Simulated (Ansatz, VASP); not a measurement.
## V in VASP and in Ansatz

File INCAR:

```
ALGO = Normal
EDIFF = 1E-6
ENCUT = 520
GGA = PE
ISIF = 2
ISMEAR = -1
ISPIN = 2
LASPH = True
LCHARG = True
LELF = True
LMAXMIX = 4
LORBIT = 11
LREAL = False
LVHAR = True
LWAVE = False
MAGMOM = 1.5
NBANDS = 16
NELM = 150
PREC = Accurate
SIGMA = 0.03
```

KPOINTS

```
k-points
0
Gamma
  19 19 19
```

POSCAR

```
V
1.0
   -1.5583900000      1.5583900000      1.5130000000
    1.5583900000     -1.5583900000      1.5130000000
    1.5583900000      1.5583900000     -1.5130000000
V
1
Direct
    0.0000000000      0.0000000000      0.0000000000
```

Input for Ansatz:

```yaml
crystal:
  lattice:
    - [-1.55839, 1.55839, 1.513]
    - [1.55839, -1.55839, 1.513]
    - [1.55839, 1.55839, -1.513]
  atoms:
    - { symbol: V, position: [0.0, 0.0, 0.0], spin: 1.5 }
magnetization:
  spin_polarized: true
kpoints:
  mp_grid: { grid: [19, 19, 19] }
  band_path:
    path:
      - [0.0, 0.0, 0.0]
      - [0.0, 0.0, 0.5]
      - [-0.5, 0.5, 0.5]
      - [0.0, 0.0, 0.0]
      - [0.4856489773, 0.4856489773, -0.4856489773]
      - [-0.4856489773, 0.5143510227, 0.4856489773]
      - [-0.5, 0.5, 0.5]
      - [0.0, 0.0, 0.5]
      - [0.25, 0.25, 0.25]
    npoints: 5
scf:
  occupations: { method: fermi_dirac, width: 0.03 }
hamiltonian:
  xc: pbe
  pseudopotentials: { kind: all_electron, lapw: { basis_error: 0.001 } }
output:
  forces: true
  stress: true
  eigenvalues: true
```

Change from the starting cell: equal xx and yy strain of +3 %.

Alike in both runs: task single point; functional PBE; k mesh 19 × 19 × 19; occupations fermi-dirac, width 0.03 eV; collinear spin.

```csv
,VASP,Ansatz
version,VASP 6.6.1,Ansatz 0.2.0
potentials or method,"VASP PAW PBE potentials, release 64 (V_sv), cutoff 520 eV","all-electron LAPW, scalar-relativistic"
```

|  | VASP | Ansatz | Ansatz less VASP |
| --- | --- | --- | --- |
| pressure (GPa) | -13.4 | -13.6 | -0.21 |
| traceless stress, the component that is largest in VASP (GPa) | 1.73 | 1.73 | -0.002 |
| net moment per atom (μB) | 0.00 | 0.00 | 0.000 |

Ansatz ran all-electron here, and VASP with PAW potentials. Ansatz's warnings: seeded moment not kept.
